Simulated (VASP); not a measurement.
Wanted: the native input for a VASP 6.6.1 run.

```
Task                   : single point
Functional             : PBE
Potentials or basis    : VASP PAW PBE potentials, release 64 (Cu, O)
Cutoff                 : 520 eV
k mesh                 : 14 × 14 × 8
Occupations            : gaussian, width 0.1 eV
Spin                   : no spin polarisation
Hubbard terms          : Cu d U = 4.0 eV
Dipole correction      : no
Further INCAR settings : ALGO = Normal; EDIFF = 1e-06; NBANDS = 25
```

The structure of CuO lies in POSCAR:

```
CuO
1.0
    2.0891997873     -2.1017674000      0.0000000000
    2.0891997873      2.1017674000      0.0000000000
    0.0000000000      0.0000000000      5.1736067724
Cu O
2 2
Direct
    0.0000000000      0.5000000000      0.0000000000
    0.5000000000      0.0000000000      0.5000000000
    0.5000000000      0.5000000000      0.2500000000
    0.5000000000      0.5000000000      0.7500000000
```

The input as run:

INCAR

```
SYSTEM = CuO
PREC = Accurate ; ENCUT = 520
EDIFF = 1E-6 ; ISMEAR = 0
SIGMA = 0.1 ; LREAL = .FALSE.
LASPH = .TRUE. ; NELM = 150
ALGO = Normal ; ISIF = 2
LWAVE = .FALSE. ; LCHARG = .FALSE.
LMAXMIX = 4 ; LDAU = .TRUE.
LDAUTYPE = 2 ; LDAUL = 2 -1
LDAUU = 4 0 ; LDAUJ = 0 0
LDAUPRINT = 1 ; GGA = PE
NBANDS = 25
```

KPOINTS

```
Automatic mesh
0
G
  14 14 8
  0 0 0
```

Potentials or basis: VASP PAW PBE potentials, release 64 (Cu, O).

Command:

```console
$ cat potpaw_PBE.64/Cu/POTCAR potpaw_PBE.64/O/POTCAR > POTCAR
$ mpirun -np 1 vasp_std > vasp.out
```

It gave:

```yaml
Pressure: -3.2 GPa
Band_gap_on_the_k_mesh: zero (band 17 reaches 4.89 eV, above the bottom of band 18 at 3.70 eV)
```

Caveat: U without spin polarisation on a metal has little footing.

Wall time 3.2 min on 1 thread of Intel(R) Xeon(R) Platinum 8259CL CPU @ 2.50GHz (Skylake/Cascade Lake), on a shared host, peak memory 0.37 GiB.
